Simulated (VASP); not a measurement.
# BaZrO3 (Pm-3m) in VASP: settings compared

BaZrO3 is run at these levels: PBE, r2SCAN; tasks: single point.

Everything below comes from runs of VASP 6.6.1. Logs are shortened: lines on timing, memory, paths and dates and some standing lists are left out, and cuts for length are marked.

### Step 1. The cell of the first run

It takes space group Pm-3m (No. 221, cubic). The conventional cell has a = 4.121 Å, b = 4.121 Å, c = 4.121 Å, α = 90.00°, β = 90.00°, γ = 90.00°. Within 3.8 Å of Ba (site symmetry m-3m) lie 12 O at 2.91 Å and 8 Zr at 3.57 Å. Within 2.7 Å of Zr (site symmetry m-3m) lie 6 O at 2.06 Å. Within 2.7 Å of O (site symmetry 4/mmm) lie 2 Zr at 2.06 Å.

### Step 2. Single point, PBE (strain -2.0%)

INCAR reads:

```
SYSTEM = BaZrO3
PREC     = Accurate       ! precision mode
ENCUT    = 520            ! plane-wave cutoff, eV
EDIFF    = 1E-7           ! SCF threshold, eV
ISMEAR   = -1             ! smearing method
SIGMA    = 0.02           ! smearing width, eV
LREAL    = .FALSE.        ! projectors in reciprocal space
LASPH    = .TRUE.         ! aspherical terms in the spheres
NELM     = 60             ! most SCF steps
ALGO     = Normal         ! electronic algorithm
ISIF     = 2              ! what is computed and relaxed
LWAVE    = .FALSE.        ! write WAVECAR
LCHARG   = .FALSE.        ! write CHGCAR
GGA      = PE             ! functional
NBANDS   = 28             ! bands
```

KPOINTS reads:

```
regular mesh
0
G
  6 6 6
  0 0 0
```

POSCAR reads:

```
BaZrO3
1.0
    4.1212480778      0.0000000000      0.0000000000
    0.0000000000      4.1212480778      0.0000000000
    0.0000000000      0.0000000000      4.1212480778
Ba Zr O
1 1 3
Direct
    0.0000000000      0.0000000000      0.0000000000
    0.5000000000      0.5000000000      0.5000000000
    0.5000000000      0.5000000000      0.0000000000
    0.5000000000      0.0000000000      0.5000000000
    0.0000000000      0.5000000000      0.5000000000
```

Potentials or basis: VASP PAW PBE potentials, release 64 (Ba_sv, Zr_sv, O).

Started as:

```
> cat potpaw_PBE.64/Ba_sv/POTCAR potpaw_PBE.64/Zr_sv/POTCAR potpaw_PBE.64/O/POTCAR > POTCAR
> mpirun -np 1 vasp_std > vasp.out
```

OUTCAR:

```text
SYSTEM = BaZrO3
   PREC = Accurate
   ENCUT = 520
   EDIFF = 1E-7
   ISMEAR = -1
   LREAL = .FALSE.
   LASPH = .TRUE.
   NELM = 60
   ISIF = 2
   GGA = PE

 ion  position               nearest neighbor table
   1  0.000  0.000  0.000-   3 2.91   4 2.91   5 2.91   4 2.91   5 2.91   3 2.91   5 2.91   5 2.91
                             3 2.91   4 2.91   4 2.91   3 2.91   2 3.57   2 3.57   2 3.57   2 3.57
   2  0.500  0.500  0.500-   3 2.06   4 2.06   5 2.06   3 2.06   4 2.06   5 2.06   1 3.57   1 3.57
                             1 3.57   1 3.57   1 3.57   1 3.57   1 3.57   1 3.57
   3  0.500  0.500  0.000-   2 2.06   2 2.06   1 2.91   1 2.91   1 2.91   1 2.91
   4  0.500  0.000  0.500-   2 2.06   2 2.06   1 2.91   1 2.91   1 2.91   1 2.91
   5  0.000  0.500  0.500-   2 2.06   2 2.06   1 2.91   1 2.91   1 2.91   1 2.91

  LATTYP: Found a simple cubic cell.
 ALAT       =     4.1212480778

  Lattice vectors:

 A1 = (   4.1212480778,   0.0000000000,   0.0000000000)
 A2 = (   0.0000000000,   4.1212480778,   0.0000000000)
 A3 = (   0.0000000000,   0.0000000000,   4.1212480778)

Analysis of symmetry for initial positions (statically):
=====================================================================
 Subroutine PRICEL returns:
 Original cell was already a primitive cell.

 Routine SETGRP: Setting up the symmetry group for a
 simple cubic supercell.

 Subroutine GETGRP returns: Found 48 space group operations
 (whereof 48 operations were pure point group operations)
 out of a pool of 48 trial point group operations.

The static configuration has the point symmetry O_h .

Analysis of symmetry for dynamics (positions and initial velocities):
=====================================================================
 Subroutine PRICEL returns:
 Original cell was already a primitive cell.

 Routine SETGRP: Setting up the symmetry group for a
 simple cubic supercell.

 Subroutine GETGRP returns: Found 48 space group operations
 (whereof 48 operations were pure point group operations)
 out of a pool of 48 trial point group operations.

The dynamic configuration has the point symmetry O_h .

 Subroutine INISYM returns: Found 48 space group operations
 (whereof 48 operations are pure point group operations),
 and found     1 'primitive' translations

----------------------------------------------------------------------------------------

[... 93 lines left out ...]
   EDIFF  = 0.1E-06   stopping-criterion for ELM
   LREAL  =      F    real-space projection
   EDIFFG = 0.1E-05   stopping-criterion for IOM
   NSW    =      0    number of steps for IOM
   IBRION =     -1    ionic relax: 0-MD 1-quasi-New 2-CG
   NFREE  =      0    steps in history (QN), initial steepest desc. (CG)
   ISIF   =      2    stress and relaxation
   ISYM   =      2    0-nonsym 1-usesym 2-fastsym
   POTIM  = 0.5000    time-step for ionic-motion
   TEBEG  =    0.0;   TEEND  =   0.0 temperature during run
   PSTRESS=    0.0 pullay stress
   NELECT =      40.0000    total number of electrons
   NUPDOWN=      -1.0000    fix difference up-down
   EMIN   =  10.00;   EMAX   =-10.00  energy-range for DOS
   EFERMI =   0.00;   METHOD = LEGACY
   ISMEAR =    -1;   SIGMA  =   0.02  broadening in eV -4-tet -1-fermi 0-gaus
   EFERMI_NEDOS =   21; number of points for ismear=-14 and -15
   IALGO  =     38    algorithm
   IMIX   =      4    mixing-type and parameters
     AMIX     =   0.40;   BMIX     =  1.00
     AMIX_MAG =   1.60;   BMIX_MAG =  1.00
  volume/ion in A,a.u.               =      14.00        94.47
  Fermi-wavevector in a.u.,A,eV,Ry     =   1.358520  2.567231 25.110598  1.845577
  Thomas-Fermi vector in A             =   2.485346
   LORBIT       =      0    0 simple, 1 ext, 2 COOP (PROOUT), +10 PAW based schemes
   GGA     = PE    functional components
   LHFCALC =     F    Hartree Fock is set to
   AEXX    =    0.0000 exact exchange contribution
   IVDW    =     0    specifies the selected vdW correction
   LEPSILON=     F    determine dielectric tensor
   LRPA    =     F    only Hartree local field effects (RPA)
 non-spin polarized calculation
  energy-cutoff  :      520.00
  volume of cell :       70.00
 maximum number of plane-waves:      1924
 NGX is ok and might be reduce to    32
   NGX = 15   NGY = 15   NGZ = 15

 number of electron      40.0000022 magnetization

 Free energy of the ion-electron system (eV)
  ---------------------------------------------------
  ext. energy  EPLUGINS =         0.00000000
  ---------------------------------------------------
  free energy    TOTEN  =       -41.46150618 eV

  energy without entropy =      -41.46150618  energy(sigma->0) =      -41.46150618

 E-fermi :   4.6565     XC(G=0): -11.0292

 val. band max:        4.1596612251   @ k =   0.5000   0.5000   0.5000
 cond. band min:       7.4551158219   @ k =   0.0000   0.0000   0.0000
 fundamental gap:      3.2954545968
 Fermi energy:         4.6565320764

 k-point     1 :       0.0000    0.0000    0.0000
  band No.  band energies     occupation
      1     -42.5433      2.00000
      2     -21.0078      2.00000
      3     -20.7787      2.00000
      4     -20.7787      2.00000
      5     -20.7787      2.00000
      6     -12.2934      2.00000
[... 609 lines left out ...]
     27      13.6419      0.00000
     28      13.6419      0.00000

------------------------ aborting loop because EDIFF is reached ----------------------------------------

  FORCE on cell =-STRESS in cart. coord.  units (eV):
  Direction    XX          YY          ZZ          XY          YZ          ZX
  --------------------------------------------------------------------------------------
  -------------------------------------------------------------------------------------
  Total        6.4578957      6.4578957      6.4578957      0.0000000      0.0000000      0.0000000
  in kB      147.8139198    147.8139198    147.8139198      0.0000000      0.0000000      0.0000000
  external PRESSURE =     147.8139198 kB  Pullay stress =       0.0000000 kB

 VOLUME and BASIS-vectors are now :
 -----------------------------------------------------------------------------
  energy-cutoff  :      520.00
  volume of cell :       70.00
      direct lattice vectors                 reciprocal lattice vectors
     4.121248078  0.000000000  0.000000000     0.242644942  0.000000000  0.000000000
     0.000000000  4.121248078  0.000000000     0.000000000  0.242644942  0.000000000
     0.000000000  0.000000000  4.121248078     0.000000000  0.000000000  0.242644942

 POSITION                                       TOTAL-FORCE (eV/Angst)
 -----------------------------------------------------------------------------------
      0.00000      0.00000      0.00000         0.000000      0.000000      0.000000
      2.06062      2.06062      2.06062         0.000000      0.000000      0.000000
      2.06062      2.06062      0.00000         0.000000      0.000000      0.000000
      2.06062      0.00000      2.06062         0.000000      0.000000      0.000000
      0.00000      2.06062      2.06062         0.000000      0.000000      0.000000
 -----------------------------------------------------------------------------------
    total drift:                                0.000000     -0.000000     -0.000000

  FREE ENERGIE OF THE ION-ELECTRON SYSTEM (eV)
  ---------------------------------------------------
  free  energy   TOTEN  =       -41.4615061808 eV

  energy  without entropy=      -41.4615061808  energy(sigma->0) =      -41.46150618
```

Run time: 54 s. Hardware: 1 thread of Intel Xeon 8259CL, shared host; peak memory 0.2 GiB.

What came out:

* Free energy: -41.4615 eV
* Pressure: 14.8 GPa
* Band gap on the k mesh: 3.30 eV (least direct gap 3.45 eV)

Caveat: the cell differs from its parent crystal (strain -2.0%); the cell stands under pressure; spin-orbit coupling is left out, which moves the levels of the heavy elements. A k mesh can miss the band edges.

### Step 3. Single point, r2SCAN (strain -2.0%)

POSCAR is that of step 2.

INCAR.step1 reads:

```
SYSTEM = BaZrO3
  PREC = Accurate
  ENCUT = 520
  ISMEAR = 0
  SIGMA = 0.01
  LREAL = .False.
  LASPH = .True.
  NELM = 100
  NBANDS = 28
  GGA = PE
  ALGO = Normal
  EDIFF = 1E-4
  LWAVE = .True.
  LCHARG = .False.
```

INCAR.step2 reads:

```
SYSTEM = BaZrO3
  PREC = Accurate
  ENCUT = 520
  EDIFF = 1E-6
  ISMEAR = 0
  SIGMA = 0.01
  LREAL = .False.
  LASPH = .True.
  NELM = 100
  ALGO = Normal
  ISIF = 2
  LWAVE = .False.
  LCHARG = .True.
  METAGGA = R2SCAN
  LMIXTAU = .True.
  LELF = .True.
  LVHAR = .True.
  NBANDS = 28
  ISTART = 1
```

KPOINTS reads:

```
Automatic mesh
0
Gamma
  6 6 6
  0 0 0
```

Potentials or basis: VASP PAW PBE potentials, release 64 (Ba_sv, Zr_sv, O).

Started as:

```
> cat potpaw_PBE.64/Ba_sv/POTCAR potpaw_PBE.64/Zr_sv/POTCAR potpaw_PBE.64/O/POTCAR > POTCAR
> cp INCAR.step1 INCAR
> mpirun -np 1 vasp_std > vasp.out
> cp INCAR.step2 INCAR
> mpirun -np 1 vasp_std > vasp.out
```

OUTCAR:

```text
SYSTEM = BaZrO3
   PREC = Accurate
   ENCUT = 520
   EDIFF = 1E-6
   ISMEAR = 0
   LREAL = .False.
   LASPH = .True.
   NELM = 100
   ISIF = 2
   METAGGA = R2SCAN
   ISTART = 1

 ion  position               nearest neighbor table
   1  0.000  0.000  0.000-   3 2.91   4 2.91   5 2.91   4 2.91   5 2.91   3 2.91   5 2.91   5 2.91
                             3 2.91   4 2.91   4 2.91   3 2.91   2 3.57   2 3.57   2 3.57   2 3.57
   2  0.500  0.500  0.500-   3 2.06   4 2.06   5 2.06   3 2.06   4 2.06   5 2.06   1 3.57   1 3.57
                             1 3.57   1 3.57   1 3.57   1 3.57   1 3.57   1 3.57
   3  0.500  0.500  0.000-   2 2.06   2 2.06   1 2.91   1 2.91   1 2.91   1 2.91
   4  0.500  0.000  0.500-   2 2.06   2 2.06   1 2.91   1 2.91   1 2.91   1 2.91
   5  0.000  0.500  0.500-   2 2.06   2 2.06   1 2.91   1 2.91   1 2.91   1 2.91

  LATTYP: Found a simple cubic cell.
 ALAT       =     4.1212480778

  Lattice vectors:

 A1 = (   4.1212480778,   0.0000000000,   0.0000000000)
 A2 = (   0.0000000000,   4.1212480778,   0.0000000000)
 A3 = (   0.0000000000,   0.0000000000,   4.1212480778)

Analysis of symmetry for initial positions (statically):
[... 178 lines left out ...]
 cond. band min:       7.6756435411   @ k =   0.0000   0.0000   0.0000
 fundamental gap:      3.8229076205
 Fermi energy:         4.0128282018

 k-point     1 :       0.0000    0.0000    0.0000
  band No.  band energies     occupation
      1     -44.3226      2.00000
      2     -21.9937      2.00000
      3     -21.8422      2.00000
      4     -21.8422      2.00000
      5     -21.8422      2.00000
      6     -13.5677      2.00000
[... 609 lines left out ...]
     27      13.9407      0.00000
     28      13.9407      0.00000

------------------------ aborting loop because EDIFF is reached ----------------------------------------

  FORCE on cell =-STRESS in cart. coord.  units (eV):
  Direction    XX          YY          ZZ          XY          YZ          ZX
  --------------------------------------------------------------------------------------
  -------------------------------------------------------------------------------------
  Total        5.4981062      5.4981062      5.4981062      0.0000000     -0.0000000      0.0000000
  in kB      125.8454260    125.8454260    125.8454260      0.0000000     -0.0000000      0.0000000
  external PRESSURE =     125.8454260 kB  Pullay stress =       0.0000000 kB

 VOLUME and BASIS-vectors are now :
 -----------------------------------------------------------------------------
  energy-cutoff  :      520.00
  volume of cell :       70.00
      direct lattice vectors                 reciprocal lattice vectors
     4.121248078  0.000000000  0.000000000     0.242644942  0.000000000  0.000000000
     0.000000000  4.121248078  0.000000000     0.000000000  0.242644942  0.000000000
     0.000000000  0.000000000  4.121248078     0.000000000  0.000000000  0.242644942

 POSITION                                       TOTAL-FORCE (eV/Angst)
 -----------------------------------------------------------------------------------
      0.00000      0.00000      0.00000         0.000000      0.000000      0.000000
      2.06062      2.06062      2.06062         0.000000      0.000000      0.000000
      2.06062      2.06062      0.00000         0.000000      0.000000      0.000000
      2.06062      0.00000      2.06062         0.000000      0.000000      0.000000
      0.00000      2.06062      2.06062         0.000000      0.000000      0.000000
 -----------------------------------------------------------------------------------
    total drift:                                0.000000     -0.000000     -0.000000

  FREE ENERGIE OF THE ION-ELECTRON SYSTEM (eV)
  ---------------------------------------------------
  free  energy   TOTEN  =       -84.9238891468 eV

  energy  without entropy=      -84.9238891468  energy(sigma->0) =      -84.92388915
```

OUTCAR.step1:

```text
SYSTEM = BaZrO3
   PREC = Accurate
   ENCUT = 520
   ISMEAR = 0
   LREAL = .False.
   LASPH = .True.
[... 848 lines left out ...]
      2.06062      2.06062      0.00000         0.000000      0.000000      0.000000
      2.06062      0.00000      2.06062         0.000000      0.000000      0.000000
      0.00000      2.06062      2.06062         0.000000      0.000000      0.000000
 -----------------------------------------------------------------------------------
    total drift:                                0.000000     -0.000000     -0.000000

  FREE ENERGIE OF THE ION-ELECTRON SYSTEM (eV)
  ---------------------------------------------------
  free  energy   TOTEN  =       -41.4615052602 eV

  energy  without entropy=      -41.4615052602  energy(sigma->0) =      -41.46150526
```

Run time: 3.4 min. Hardware: 1 thread of Intel Xeon 8259CL, shared host; peak memory 0.21 GiB.

What came out:

* Free energy: -84.9239 eV
* Pressure: 12.6 GPa
* Band gap on the k mesh: 3.82 eV (least direct gap 4.00 eV)

Levels at points of the mesh, in eV from the valence-band top:
```
           k point  band 17  band 18  band 19  band 20  band 21  band 22  band 23  band 24
(0.00, 0.00, 0.00)    -1.09    -0.18    -0.18    -0.18     3.82     3.82     3.82     5.24
(0.50, 0.00, 0.00)    -1.80    -1.80    -0.39    -0.39     4.32     6.58     6.58     7.17
(0.50, 0.50, 0.00)    -0.94    -0.94    -0.68    -0.08     6.54     6.54     7.29     7.46
(0.50, 0.50, 0.50)    -2.58     0.00     0.00     0.00     6.83     6.83     6.83     8.02
```

Caveat: the cell differs from its parent crystal (strain -2.0%); the cell stands under pressure; the PAW data sets were made with another functional, which shifts forces and pressure a little; spin-orbit coupling is left out, which moves the levels of the heavy elements.
